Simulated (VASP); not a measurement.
# CuI (F-43m) in VASP: further runs

Runs on CuI. Level: PBE. Tasks: electric field gradients.

Everything below comes from runs of VASP 6.6.1. Logs are shortened: lines on timing, memory, paths and dates and some standing lists are left out, and cuts for length are marked.

### Step 1. The cell of the first run

Symmetry: F-43m, No. 216, cubic system. The conventional cell has a = 6.063 Å, b = 6.063 Å, c = 6.063 Å, α = 90.00°, β = 90.00°, γ = 90.00°. Within 3.5 Å of Cu (site symmetry -43m) lie 4 I at 2.63 Å. I (site symmetry -43m) has 4 Cu at 2.63 Å within 3.5 Å.

### Step 2. Electric field gradients, PBE

The input, INCAR:

```
SYSTEM = CuI
ALGO     = Normal         ! electronic algorithm
EDIFF    = 1E-8           ! SCF threshold, eV
ENCUT    = 520            ! plane-wave cutoff, eV
GGA      = PE             ! functional
ISIF     = 2              ! what is computed and relaxed
ISMEAR   = 0              ! smearing method
LASPH    = .True.         ! aspherical terms in the spheres
LCHARG   = .False.        ! write CHGCAR
LEFG     = .True.       
LREAL    = Auto         
LWAVE    = .False.        ! write WAVECAR
NBANDS   = 86             ! bands
NELM     = 80             ! most SCF steps
PREC     = Accurate       ! precision mode
SIGMA    = 0.01           ! smearing width, eV
```

The input, KPOINTS:

```
k-points
0
Gamma
  3 3 3
  0 0 0
```

The input, POSCAR:

```
CuI
1.0
    0.0000000000      6.0630000000      6.0630000000
    6.0630000000      0.0000000000      6.0630000000
    6.0630000000      6.0630000000      0.0000000000
Cu I
8 8
Direct
    0.1250000000      0.1250000000      0.1250000000
    0.1250000000      0.1250000000      0.6250000000
    0.1250000000      0.6250000000      0.1250000000
    0.1250000000      0.6250000000      0.6250000000
    0.6250000000      0.1250000000      0.1250000000
    0.6250000000      0.1250000000      0.6250000000
    0.6250000000      0.6250000000      0.1250000000
    0.6250000000      0.6250000000      0.6250000000
    0.0000000000      0.0000000000      0.0000000000
    0.0000000000      0.0000000000      0.5000000000
    0.0000000000      0.5000000000      0.0000000000
    0.0000000000      0.5000000000      0.5000000000
    0.5000000000      0.0000000000      0.0000000000
    0.5000000000      0.0000000000      0.5000000000
    0.5000000000      0.5000000000      0.0000000000
    0.5000000000      0.5000000000      0.5000000000
```

Potentials or basis: VASP PAW PBE potentials, release 64 (Cu, I).

The run is started by

```console
$ cat potpaw_PBE.64/Cu/POTCAR potpaw_PBE.64/I/POTCAR > POTCAR
$ mpirun -np 1 vasp_std > vasp.out
```

OUTCAR:

```text
SYSTEM = CuI
   EDIFF = 1E-8
   ENCUT = 520
   GGA = PE
   ISIF = 2
   ISMEAR = 0
   LASPH = .True.
   LREAL = Auto
   NELM = 80
   PREC = Accurate

 ion  position               nearest neighbor table
   1  0.125  0.125  0.125-   9 2.63  10 2.63  11 2.63  13 2.63
   2  0.125  0.125  0.625-  10 2.63   9 2.63  12 2.63  14 2.63
   3  0.125  0.625  0.125-  11 2.63   9 2.63  12 2.63  15 2.63
   4  0.125  0.625  0.625-  12 2.63  11 2.63  10 2.63  16 2.63
   5  0.625  0.125  0.125-  13 2.63   9 2.63  14 2.63  15 2.63
   6  0.625  0.125  0.625-  14 2.63  13 2.63  10 2.63  16 2.63
[... 8 lines left out ...]
  15  0.500  0.500  0.000-   7 2.63   5 2.63   3 2.63   8 2.63
  16  0.500  0.500  0.500-   8 2.63   6 2.63   7 2.63   4 2.63
[... 6 lines left out ...]
 A1 = (   0.0000000000,   6.0630000000,   6.0630000000)
 A2 = (   6.0630000000,   0.0000000000,   6.0630000000)
 A3 = (   6.0630000000,   6.0630000000,   0.0000000000)

Analysis of symmetry for initial positions (statically):
=====================================================================
 Subroutine PRICEL returns following result:

  LATTYP: Found a face centered cubic cell.
 ALAT       =     6.0630000000

  Lattice vectors:

 A1 = (   0.0000000000,   3.0315000000,   3.0315000000)
 A2 = (   3.0315000000,   0.0000000000,   3.0315000000)
 A3 = (   3.0315000000,   3.0315000000,   0.0000000000)

   8 primitive cells build up your supercell.

 Routine SETGRP: Setting up the symmetry group for a
 face centered cubic supercell.

 Subroutine GETGRP returns: Found 24 space group operations
 (whereof 24 operations were pure point group operations)
 out of a pool of 48 trial point group operations.

The static configuration has the point symmetry T_d .

Analysis of symmetry for dynamics (positions and initial velocities):
=====================================================================
 Subroutine PRICEL returns following result:

  LATTYP: Found a face centered cubic cell.
 ALAT       =     6.0630000000

  Lattice vectors:

 A1 = (   0.0000000000,   3.0315000000,   3.0315000000)
 A2 = (   3.0315000000,   0.0000000000,   3.0315000000)
[... 492 lines left out ...]
 [bands above 84 left out]

------------------------ aborting loop because EDIFF is reached ----------------------------------------

  FORCE on cell =-STRESS in cart. coord.  units (eV):
  Direction    XX          YY          ZZ          XY          YZ          ZX
  --------------------------------------------------------------------------------------
  -------------------------------------------------------------------------------------
  Total        1.0496555      1.0496555      1.0496555     -0.0000000      0.0000000     -0.0000000
  in kB        3.7728078      3.7728078      3.7728078     -0.0000000      0.0000000     -0.0000000
  external PRESSURE =       3.7728078 kB  Pullay stress =       0.0000000 kB

 VOLUME and BASIS-vectors are now :
 -----------------------------------------------------------------------------
  energy-cutoff  :      520.00
  volume of cell :      445.75
      direct lattice vectors                 reciprocal lattice vectors
     0.000000000  6.063000000  6.063000000    -0.082467425  0.082467425  0.082467425
     6.063000000  0.000000000  6.063000000     0.082467425 -0.082467425  0.082467425
     6.063000000  6.063000000  0.000000000     0.082467425  0.082467425 -0.082467425

 POSITION                                       TOTAL-FORCE (eV/Angst)
 -----------------------------------------------------------------------------------
      1.51575      1.51575      1.51575        -0.000000      0.000000      0.000000
      4.54725      4.54725      1.51575        -0.000000      0.000000      0.000000
      4.54725      1.51575      4.54725        -0.000000     -0.000000     -0.000000
      7.57875      4.54725      4.54725        -0.000000     -0.000000     -0.000000
      1.51575      4.54725      4.54725        -0.000000      0.000000     -0.000000
      4.54725      7.57875      4.54725        -0.000000      0.000000     -0.000000
[... 8 lines left out ...]
      3.03150      3.03150      6.06300         0.000000     -0.000000      0.000000
      6.06300      6.06300      6.06300        -0.000000     -0.000000     -0.000000
 -----------------------------------------------------------------------------------
    total drift:                                0.000007      0.000007      0.000006

  FREE ENERGIE OF THE ION-ELECTRON SYSTEM (eV)
  ---------------------------------------------------
  free  energy   TOTEN  =       -44.4857607360 eV

  energy  without entropy=      -44.4857607360  energy(sigma->0) =      -44.48576074

 Electric field gradients (V/A^2)
---------------------------------------------------------------------
 ion       V_xx      V_yy      V_zz      V_xy      V_xz      V_yz
---------------------------------------------------------------------
   1      -0.000     0.000     0.000    -0.001    -0.001    -0.001
   2      -0.000     0.000     0.000    -0.001    -0.001    -0.001
   3      -0.000     0.000     0.000    -0.001    -0.001    -0.001
   4      -0.000     0.000     0.000    -0.001    -0.001    -0.001
   5      -0.000     0.000     0.000    -0.001    -0.001    -0.001
   6      -0.000     0.000     0.000    -0.001    -0.001    -0.001
[... 8 lines left out ...]
  15       0.000    -0.000     0.000     0.000     0.000     0.000
  16       0.000    -0.000     0.000     0.000     0.000     0.000
---------------------------------------------------------------------

 Electric field gradients after diagonalization (V/A^2)
 (convention: |V_zz| > |V_xx| > |V_yy|)
----------------------------------------------------------------------
 ion       V_xx      V_yy      V_zz     asymmetry (V_yy - V_xx)/ V_zz
----------------------------------------------------------------------
   1       0.001     0.001    -0.002       0.000
   2       0.001     0.001    -0.002       0.000
   3       0.001     0.001    -0.002       0.000
   4       0.001     0.001    -0.002       0.000
   5       0.001     0.001    -0.002       0.000
   6       0.001     0.001    -0.002       0.000
[... 8 lines left out ...]
  15      -0.000    -0.000     0.001       0.000
  16      -0.000    -0.000     0.001       0.000
----------------------------------------------------------------------

           NMR quadrupolar parameters

 Cq : quadrupolar parameter    Cq=e*Q*V_zz/h
 eta: asymmetry parameters     (V_yy - V_xx)/ V_zz
 Q  : nuclear electric quadrupole moment in mb (millibarn)
----------------------------------------------------------------------
 ion       Cq(MHz)       eta       Q (mb)
----------------------------------------------------------------------
   1      -0.000       0.000       1.000
   2      -0.000       0.000       1.000
   3      -0.000       0.000       1.000
   4      -0.000       0.000       1.000
   5      -0.000       0.000       1.000
   6      -0.000       0.000       1.000
[... 8 lines left out ...]
  15       0.000       0.000       1.000
  16       0.000       0.000       1.000
----------------------------------------------------------------------
```

stdout:

```text
POSCAR found type information on POSCAR CuI
 POSCAR found :  2 types and      16 ions
 scaLAPACK will be used
 LDA part: xc-table for (Slater+PW92), standard interpolation
 POSCAR, INCAR and KPOINTS ok, starting setup
 FFT: planning ... GRIDC
 FFT: planning ... GRID_SOFT
 FFT: planning ... GRID
 WAVECAR not read
 entering main loop
ion   1

ion   2

ion   3

ion   4

ion   5

ion   6

ion   7

ion   8

ion   9

ion  10

ion  11

ion  12

ion  13

ion  14

ion  15

ion  16
```

It took 7.9 min on 1 thread of Intel Xeon Platinum 8259CL at 2.50GHz (Skylake/Cascade Lake), shared host; peak memory 0.59 GiB.

What came out:

```
Free energy                             : -44.4858 eV
Pressure                                : 0.4 GPa
Band gap on the k mesh                  : 1.14 eV
Largest electric field gradient by atom : under 0.05 V/Å² on every atom
```

Caveat: spin-orbit coupling is left out, which moves the levels of the heavy elements.

### Step 3. Electric field gradients, PBE

This run uses another cell than the first one: it holds 2 atoms, not 16.

The input, INCAR:

```
SYSTEM = CuI
PREC = Accurate
ENCUT = 520
EDIFF = 1E-8
ISMEAR = -1
SIGMA = 0.02
LREAL = .FALSE.
LASPH = .TRUE.
NELM = 100
ALGO = Normal
ISIF = 2
LWAVE = .FALSE.
LCHARG = .FALSE.
GGA = PE
LEFG = .TRUE.
ISYM = 0
NBANDS = 16
```

The input, KPOINTS:

```
Automatic mesh
0
Gamma
  8 8 8
  0.5 0.5 0.5
```

The input, POSCAR:

```
CuI
1.0
    0.0000000000      3.0315000000      3.0315000000
    3.0315000000      0.0000000000      3.0315000000
    3.0315000000      3.0315000000      0.0000000000
Cu I
1 1
Direct
    0.2500000000      0.2500000000      0.2500000000
    0.0000000000      0.0000000000      0.0000000000
```

Potentials or basis: VASP PAW PBE potentials, release 64 (Cu, I).

The run is started by

```console
$ cat potpaw_PBE.64/Cu/POTCAR potpaw_PBE.64/I/POTCAR > POTCAR
$ mpirun -np 1 vasp_std > vasp.out
```

OUTCAR:

```text
SYSTEM = CuI
   PREC = Accurate
   ENCUT = 520
   EDIFF = 1E-8
   ISMEAR = -1
   LREAL = .FALSE.
   LASPH = .TRUE.
   NELM = 100
   ISIF = 2
   GGA = PE
   ISYM = 0

 ion  position               nearest neighbor table
   1  0.250  0.250  0.250-   2 2.63   2 2.63   2 2.63   2 2.63
   2  0.000  0.000  0.000-   1 2.63   1 2.63   1 2.63   1 2.63

IMPORTANT INFORMATION: All symmetrisations will be switched off!
NOSYMM: (Re-)initialisation of all symmetry stuff for point group C_1.

----------------------------------------------------------------------------------------

                                     Primitive cell

  volume of cell :      55.7189

  direct lattice vectors                    reciprocal lattice vectors
     0.000000000  3.031500000  3.031500000    -0.164934851  0.164934851  0.164934851
     3.031500000  0.000000000  3.031500000     0.164934851 -0.164934851  0.164934851
     3.031500000  3.031500000  0.000000000     0.164934851  0.164934851 -0.164934851
[... 611 lines left out ...]
     0.000000000  3.031500000  3.031500000    -0.164934851  0.164934851  0.164934851
     3.031500000  0.000000000  3.031500000     0.164934851 -0.164934851  0.164934851
     3.031500000  3.031500000  0.000000000     0.164934851  0.164934851 -0.164934851

 POSITION                                       TOTAL-FORCE (eV/Angst)
 -----------------------------------------------------------------------------------
      1.51575      1.51575      1.51575         0.000010      0.000010      0.000010
      0.00000      0.00000      0.00000        -0.000010     -0.000010     -0.000010
 -----------------------------------------------------------------------------------
    total drift:                               -0.000006     -0.000006     -0.000006

  FREE ENERGIE OF THE ION-ELECTRON SYSTEM (eV)
  ---------------------------------------------------
  free  energy   TOTEN  =        -5.5622624954 eV

  energy  without entropy=       -5.5622624953  energy(sigma->0) =       -5.56226250

 Electric field gradients (V/A^2)
---------------------------------------------------------------------
 ion       V_xx      V_yy      V_zz      V_xy      V_xz      V_yz
---------------------------------------------------------------------
   1      -0.000     0.000     0.000    -0.001    -0.001    -0.001
   2      -0.000     0.000    -0.000     0.000     0.000     0.000
---------------------------------------------------------------------

 Electric field gradients after diagonalization (V/A^2)
 (convention: |V_zz| > |V_xx| > |V_yy|)
----------------------------------------------------------------------
 ion       V_xx      V_yy      V_zz     asymmetry (V_yy - V_xx)/ V_zz
----------------------------------------------------------------------
   1       0.001     0.001    -0.002       0.001
   2      -0.000    -0.000     0.000       0.027
----------------------------------------------------------------------

           NMR quadrupolar parameters

 Cq : quadrupolar parameter    Cq=e*Q*V_zz/h
 eta: asymmetry parameters     (V_yy - V_xx)/ V_zz
 Q  : nuclear electric quadrupole moment in mb (millibarn)
----------------------------------------------------------------------
 ion       Cq(MHz)       eta       Q (mb)
----------------------------------------------------------------------
   1      -0.000       0.001       1.000
   2       0.000       0.027       1.000
----------------------------------------------------------------------
```

OSZICAR:

```text
N       E                     dE             d eps       ncg     rms          rms(c)
DAV:   1     0.934421333616E+02    0.93442E+02   -0.75015E+03 32800   0.119E+03
DAV:   2     0.138342745538E+00   -0.93304E+02   -0.84767E+02 34976   0.227E+02
DAV:   3    -0.561487822344E+01   -0.57532E+01   -0.56702E+01 43960   0.599E+01
DAV:   4    -0.577123328697E+01   -0.15636E+00   -0.15630E+00 39304   0.934E+00
DAV:   5    -0.577973706843E+01   -0.85038E-02   -0.85036E-02 51264   0.243E+00    0.530E+00
DAV:   6    -0.570507231562E+01    0.74665E-01   -0.26441E+00 34208   0.436E+01    0.339E+00
DAV:   7    -0.556303386546E+01    0.14204E+00   -0.63710E-01 34576   0.262E+01    0.166E+00
DAV:   8    -0.556413723735E+01   -0.11034E-02   -0.32072E-02 52960   0.242E+00    0.447E-01
DAV:   9    -0.556208224684E+01    0.20550E-02   -0.78886E-03 41600   0.260E+00    0.132E-01
DAV:  10    -0.556225613156E+01   -0.17388E-03   -0.54214E-04 40416   0.149E-01    0.364E-02
DAV:  11    -0.556226204856E+01   -0.59170E-05   -0.12215E-04 43408   0.313E-01    0.282E-02
DAV:  12    -0.556226292028E+01   -0.87173E-06   -0.98643E-06 49552   0.309E-02    0.206E-02
DAV:  13    -0.556226180371E+01    0.11166E-05   -0.72330E-06 44640   0.840E-02    0.385E-03
DAV:  14    -0.556226251004E+01   -0.70633E-06   -0.18560E-06 54656   0.139E-02    0.452E-03
DAV:  15    -0.556226241401E+01    0.96028E-07   -0.18830E-07 43344   0.135E-02    0.165E-03
DAV:  16    -0.556226248117E+01   -0.67153E-07   -0.82744E-08 53680   0.442E-03    0.430E-04
DAV:  17    -0.556226249167E+01   -0.10507E-07   -0.17765E-09 22848   0.601E-04    0.224E-04
DAV:  18    -0.556226249536E+01   -0.36869E-08   -0.12470E-09 21320   0.581E-04
   1 F= -.55622625E+01 E0= -.55622625E+01  d E =-.915806E-11
```

It took 11 min on 1 thread of Intel Xeon Platinum 8259CL at 2.50GHz (Skylake/Cascade Lake), shared host; peak memory 0.96 GiB.

Results:

```
Free energy                             : -5.5623 eV
Pressure                                : 0.4 GPa
Band gap on the k mesh                  : 1.43 eV
Largest electric field gradient by atom : under 0.05 V/Å² on every atom
```

Caveat: spin-orbit coupling is left out, which moves the levels of the heavy elements; a shifted mesh leaves out Γ, where band edges can lie. A k mesh can miss the band edges.
